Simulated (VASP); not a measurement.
# Pt (Fm-3m) in VASP: single point with PBEsol

Aim: the single point of Pt with PBEsol.

Program: VASP 6.6.1. These are calculated values, not measurements. Logs are shortened: lines on timing, memory, paths and dates and some standing lists are left out, and cuts for length are marked.

**1. The cell of the first run**

It takes space group Fm-3m (No. 225, cubic). Conventional cell: a = 3.918 Å, b = 3.918 Å, c = 3.918 Å, α = 90.00°, β = 90.00°, γ = 90.00°. Pt (site symmetry m-3m) has 12 Pt at 2.77 Å within 3.7 Å.

**2. Single point, PBEsol**

Input file INCAR:

```
  PREC = Accurate
  ENCUT = 500
  EDIFF = 1E-6
  ISMEAR = 0
  SIGMA = 0.1
  LREAL = False
  LASPH = True
  NELM = 120
  ALGO = Normal
  ISIF = 2
  LWAVE = False
  LCHARG = False
  GGA = PS
  NBANDS = 11
  GGA_COMPAT = False
```

Input file KPOINTS:

```
regular mesh
0
Gamma
  18 18 18
```

Input file POSCAR:

```
Pt
1.0
    0.0000000000      1.9589913062      1.9589913062
    1.9589913062      0.0000000000      1.9589913062
    1.9589913062      1.9589913062      0.0000000000
Pt
1
Direct
    0.0000000000      0.0000000000      0.0000000000
```

Potentials or basis: VASP PAW PBE potentials, release 64 (Pt).

Run with:

```console
cat potpaw_PBE.64/Pt/POTCAR > POTCAR
mpirun -np 1 vasp_std > vasp.out
```

OUTCAR:

```text
PREC = Accurate
   ENCUT = 500
   EDIFF = 1E-6
   ISMEAR = 0
   LREAL = False
   LASPH = True
   NELM = 120
   ISIF = 2
   GGA = PS

 ion  position               nearest neighbor table
   1  0.000  0.000  0.000-

  LATTYP: Found a face centered cubic cell.
 ALAT       =     3.9179826124

  Lattice vectors:

 A1 = (   0.0000000000,   1.9589913062,   1.9589913062)
 A2 = (   1.9589913062,   0.0000000000,   1.9589913062)
 A3 = (   1.9589913062,   1.9589913062,   0.0000000000)

Analysis of symmetry for initial positions (statically):
=====================================================================
 Subroutine PRICEL returns:
 Original cell was already a primitive cell.

 Routine SETGRP: Setting up the symmetry group for a
 face centered cubic supercell.

 Subroutine GETGRP returns: Found 48 space group operations
 (whereof 48 operations were pure point group operations)
 out of a pool of 48 trial point group operations.

The static configuration has the point symmetry O_h .

Analysis of symmetry for dynamics (positions and initial velocities):
=====================================================================
 Subroutine PRICEL returns:
 Original cell was already a primitive cell.

 Routine SETGRP: Setting up the symmetry group for a
 face centered cubic supercell.

 Subroutine GETGRP returns: Found 48 space group operations
 (whereof 48 operations were pure point group operations)
 out of a pool of 48 trial point group operations.

The dynamic configuration has the point symmetry O_h .

 Subroutine INISYM returns: Found 48 space group operations
 (whereof 48 operations are pure point group operations),
 and found     1 'primitive' translations

----------------------------------------------------------------------------------------

                                     Primitive cell

  volume of cell :      15.0358

  direct lattice vectors                    reciprocal lattice vectors
     0.000000000  1.958991306  1.958991306    -0.255233394  0.255233394  0.255233394
     1.958991306  0.000000000  1.958991306     0.255233394 -0.255233394  0.255233394
     1.958991306  1.958991306  0.000000000     0.255233394  0.255233394 -0.255233394

  length of vectors
     2.770432074  2.770432074  2.770432074     0.442077206  0.442077206  0.442077206

  position of ions in fractional coordinates (direct lattice)
     0.000000000  0.000000000  0.000000000

  ion indices of the primitive-cell ions
   primitive index   ion index
                 1           1

----------------------------------------------------------------------------------------

 KPOINTS: regular mesh

Automatic generation of k-mesh.
 Grid dimensions read from file:
 generate k-points for:   18   18   18

 Generating k-lattice:

  Cartesian coordinates                     Fractional coordinates (reciprocal lattice)
    -0.014179633  0.014179633  0.014179633     0.055555556  0.000000000  0.000000000
     0.014179633 -0.014179633  0.014179633     0.000000000  0.055555556  0.000000000
     0.014179633  0.014179633 -0.014179633     0.000000000  0.000000000  0.055555556

  Length of vectors
     0.024559845  0.024559845  0.024559845

  Shift w.r.t. Gamma in fractional coordinates (k-lattice)
     0.000000000  0.000000000  0.000000000

 Subroutine IBZKPT returns following result:
 ===========================================

 Found    195 irreducible k-points:

 Following reciprocal coordinates:
            Coordinates               Weight
  0.000000  0.000000  0.000000      1.000000
  0.055556  0.000000  0.000000      8.000000
  0.111111  0.000000  0.000000      8.000000
  0.166667  0.000000  0.000000      8.000000
  0.222222  0.000000  0.000000      8.000000
  0.277778  0.000000  0.000000      8.000000
[... 16 lines left out ...]
 -0.277778  0.055556  0.000000     24.000000
 -0.222222  0.055556  0.000000     24.000000
 [... further k-points ...]
   k-points           NKPTS =    195   k-points in BZ     NKDIM =    195   number of bands    NBANDS=     11
   number of dos      NEDOS =    301   number of ions     NIONS =      1
   total plane-waves  NPLWV =   8000
   dimension x,y,z NGX =    20 NGY =   20 NGZ =   20
   dimension x,y,z NGXF=    40 NGYF=   40 NGZF=   40
   ions per type =               1
   NGX,Y,Z   is equivalent  to a cutoff of  12.00, 12.00, 12.00 a.u.
   NGXF,Y,Z  is equivalent  to a cutoff of  24.00, 24.00, 24.00 a.u.
 SYSTEM =  unknown system
   PREC   = accura    normal or accurate (medium, high low for compatibility)
   ISTART =      0    job   : 0-new  1-cont  2-samecut
   ICHARG =      2    charge: 1-file 2-atom 10-const
   ISPIN  =      1    spin polarized calculation?
   LNONCOLLINEAR =      F non collinear calculations
   LSORBIT =      F    spin-orbit coupling
   LASPH  =      T    aspherical Exc in radial PAW
   ENCUT  =  500.0 eV  36.75 Ry    6.06 a.u.   5.05  5.05  5.05*2*pi/ulx,y,z
   NELM   =    120;   NELMIN=  2; NELMDL= -5     # of ELM steps
   EDIFF  = 0.1E-05   stopping-criterion for ELM
   LREAL  =      F    real-space projection
   EDIFFG = 0.1E-04   stopping-criterion for IOM
   NSW    =      0    number of steps for IOM
   IBRION =     -1    ionic relax: 0-MD 1-quasi-New 2-CG
   NFREE  =      0    steps in history (QN), initial steepest desc. (CG)
   ISIF   =      2    stress and relaxation
   ISYM   =      2    0-nonsym 1-usesym 2-fastsym
   POTIM  = 0.5000    time-step for ionic-motion
   TEBEG  =    0.0;   TEEND  =   0.0 temperature during run
   PSTRESS=    0.0 pullay stress
   NELECT =      10.0000    total number of electrons
   NUPDOWN=      -1.0000    fix difference up-down
   EMIN   =  10.00;   EMAX   =-10.00  energy-range for DOS
   EFERMI =   0.00;   METHOD = LEGACY
   ISMEAR =     0;   SIGMA  =   0.10  broadening in eV -4-tet -1-fermi 0-gaus
   EFERMI_NEDOS =   21; number of points for ismear=-14 and -15
   IALGO  =     38    algorithm
   IMIX   =      4    mixing-type and parameters
     AMIX     =   0.40;   BMIX     =  1.00
     AMIX_MAG =   1.60;   BMIX_MAG =  1.00
  volume/ion in A,a.u.               =      15.04       101.47
  Fermi-wavevector in a.u.,A,eV,Ry     =   1.429000  2.700419 27.783667  2.042042
  Thomas-Fermi vector in A             =   2.549001
   LORBIT       =      0    0 simple, 1 ext, 2 COOP (PROOUT), +10 PAW based schemes
   GGA     = PS    functional components
   LHFCALC =     F    Hartree Fock is set to
   AEXX    =    0.0000 exact exchange contribution
   IVDW    =     0    specifies the selected vdW correction
   LEPSILON=     F    determine dielectric tensor
   LRPA    =     F    only Hartree local field effects (RPA)
 non-spin polarized calculation
 Gauss-broadening in eV      SIGMA  =   0.10
  energy-cutoff  :      500.00
  volume of cell :       15.04
 maximum number of plane-waves:       392
   NGX = 11   NGY = 11   NGZ = 11

 number of electron      10.0000001 magnetization

 Free energy of the ion-electron system (eV)
  ---------------------------------------------------
  ext. energy  EPLUGINS =         0.00000000
  ---------------------------------------------------
  free energy    TOTEN  =        -6.96545656 eV

  energy without entropy =       -6.95481569  energy(sigma->0) =       -6.96013613

 E-fermi :  11.1559     XC(G=0): -13.6463

 val. band max:       11.1553889286   @ k =  -0.3333   0.3889   0.1111
 cond. band min:      11.1670686744   @ k =   0.3889   0.2222   0.0000
 fundamental gap:      0.0116797458
 Fermi energy:        11.1558940438

 k-point     1 :       0.0000    0.0000    0.0000
  band No.  band energies     occupation
      1       0.8242      2.00000
      2       7.3289      2.00000
      3       7.3289      2.00000
      4       7.3289      2.00000
      5       9.5178      2.00000
      6       9.5178      2.00000
      7      25.7704      0.00000
      8      30.7444      0.00000
      9      30.7444      0.00000
     10      30.7444      0.00000
     11      36.0543      0.00000

 k-point     2 :       0.0556    0.0000    0.0000
  band No.  band energies     occupation
      1       0.9491      2.00000
      2       7.2720      2.00000
      3       7.3791      2.00000
      4       7.3791      2.00000
      5       9.4892      2.00000
      6       9.4892      2.00000
      7      25.9668      0.00000
      8      30.0701      0.00000
      9      30.9372      0.00000
     10      30.9372      0.00000
     11      36.8008      0.00000

 k-point     3 :       0.1111    0.0000    0.0000
  band No.  band energies     occupation
      1       1.3127      2.00000
      2       7.1257      2.00000
      3       7.5107      2.00000
      4       7.5107      2.00000
      5       9.4276      2.00000
      6       9.4276      2.00000
      7      26.5017      0.00000
      8      28.6609      0.00000
      9      31.4974      0.00000
     10      31.4974      0.00000
     11      37.6416      0.00000

 k-point     4 :       0.1667    0.0000    0.0000
  band No.  band energies     occupation
      1       1.8756      2.00000
      2       6.9615      2.00000
      3       7.6594      2.00000
      4       7.6594      2.00000
      5       9.4100      2.00000
      6       9.4100      2.00000
      7      27.0343      0.00000
      8      27.2029      0.00000
      9      32.3678      0.00000
     10      32.3678      0.00000
     11      36.0869      0.00000
[... 239 lines left out ...]
 k-point    22 :      -0.3333    0.0556    0.0000
  band No.  band energies     occupation
      1       3.7488      2.00000
      2       7.4311      2.00000
      3       7.5461      2.00000
      4       7.9363      2.00000
      5      10.2056      2.00000
      6      10.9524      1.99599
      7      20.8025      0.00000
      8      26.4450      0.00000
      9      30.7810      0.00000
     10      32.7568      0.00000
     11      35.9514      0.00000

 k-point    23 :      -0.2778    0.0556    0.0000
  band No.  band energies     occupation
      1       3.4456      2.00000
      2       7.1434      2.00000
      3       7.6151      2.00000
      4       7.6920      2.00000
      5       9.7076      2.00000
      6      10.4459      2.00000
      7      22.8738      0.00000
      8      27.1706      0.00000
      9      31.7088      0.00000
     10      34.3388      0.00000
     11      34.5746      0.00000

 k-point    24 :      -0.2222    0.0556    0.0000
  band No.  band energies     occupation
      1       2.8797      2.00000
      2       6.8249      2.00000
      3       7.7257      2.00000
      4       7.7947      2.00000
      5       9.3162      2.00000
      6      10.0034      2.00000
      7      24.8125      0.00000
      8      27.6907      0.00000
      9      32.2130      0.00000
     10      33.6234      0.00000
     11      34.8814      0.00000

 [... further k-points ...]

------------------------ aborting loop because EDIFF is reached ----------------------------------------

  FORCE on cell =-STRESS in cart. coord.  units (eV):
  Direction    XX          YY          ZZ          XY          YZ          ZX
  --------------------------------------------------------------------------------------
  -------------------------------------------------------------------------------------
  Total       -0.0372928     -0.0372928     -0.0372928      0.0000000      0.0000000      0.0000000
  in kB       -3.9738141     -3.9738141     -3.9738141      0.0000000      0.0000000      0.0000000
  external PRESSURE =      -3.9738141 kB  Pullay stress =       0.0000000 kB

 VOLUME and BASIS-vectors are now :
 -----------------------------------------------------------------------------
  energy-cutoff  :      500.00
  volume of cell :       15.04
      direct lattice vectors                 reciprocal lattice vectors
     0.000000000  1.958991306  1.958991306    -0.255233394  0.255233394  0.255233394
     1.958991306  0.000000000  1.958991306     0.255233394 -0.255233394  0.255233394
     1.958991306  1.958991306  0.000000000     0.255233394  0.255233394 -0.255233394

 POSITION                                       TOTAL-FORCE (eV/Angst)
 -----------------------------------------------------------------------------------
      0.00000      0.00000      0.00000        -0.000000     -0.000000     -0.000000
 -----------------------------------------------------------------------------------
    total drift:                                0.000000      0.000000      0.000000

  FREE ENERGIE OF THE ION-ELECTRON SYSTEM (eV)
  ---------------------------------------------------
  free  energy   TOTEN  =        -6.9654565624 eV

  energy  without entropy=       -6.9548156939  energy(sigma->0) =       -6.96013613
```

It took 20 s on 1 thread of Intel Xeon Platinum 8375C at 2.90GHz (Ice Lake), shared host; peak memory 0.15 GiB.

Results:

* Free energy: -6.9655 eV
* Pressure: -0.4 GPa
* Band gap on the k mesh: zero (band 5 reaches 11.65 eV, above the bottom of band 6 at 9.41 eV)

Levels at points of the mesh, in eV from the Fermi level:
```csv
k point,band 2,band 3,band 4,band 5,band 6,band 7,band 8,band 9
"(0.00, 0.00, 0.00)",-3.83,-3.83,-3.83,-1.64,-1.64,14.61,19.59,19.59
"(0.50, 0.00, 0.00)",-3.89,-3.89,-0.56,0.04,0.04,5.82,14.17,18.96
"(0.50, 0.50, 0.00)",-6.68,0.02,0.49,0.49,1.70,8.86,11.34,11.34
```

Caveat: the PAW data sets were made with another functional, which shifts forces and pressure a little; spin-orbit coupling is left out, which moves the levels of the heavy elements.
